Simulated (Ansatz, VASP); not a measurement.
**SrTiO3 in VASP and in Ansatz**

```xyz
5
Lattice="3.8328 0.0000 0.0000 0.0000 3.8328 0.0000 0.0000 0.0000 3.8328" Properties=species:S:1:pos:R:3 pbc="T T T"
Sr    0.0000    0.0000    0.0000
Ti    1.9164    1.9164    1.9164
O     0.0000    1.9164    1.9164
O     1.9164    0.0000    1.9164
O     1.9164    1.9164    0.0000
```

Change from the starting cell: strain -0.015 along x and y, -0.015 along z, atoms carried along.

Alike in both runs: task single point; functional PBEsol; k mesh 8 × 8 × 8; occupations gaussian, width 0.05 eV; no spin polarisation.

|  | VASP | Ansatz |
| --- | --- | --- |
| version | VASP 6.6.1 | Ansatz 0.2.0 |
| potentials or method | VASP PAW PBE potentials, release 64 (Sr_sv, Ti_sv, O), cutoff 520 eV | scalar-relativistic, plane waves, PAW |
| valence electrons in the cell | 40 | 40 |

|  | VASP | Ansatz | Ansatz less VASP |
| --- | --- | --- | --- |
| gap on the k mesh at the Fermi level (eV) | 1.89 | 1.93 | +0.036 |
| least direct gap on the mesh (eV) | 2.21 | 2.24 | +0.023 |
| pressure (GPa) | 10.1 | 9.3 | -0.78 |

VASP's potentials were made for PBE, not for PBEsol. The functional is the same, so the differences come from potentials, cutoffs and numerics.
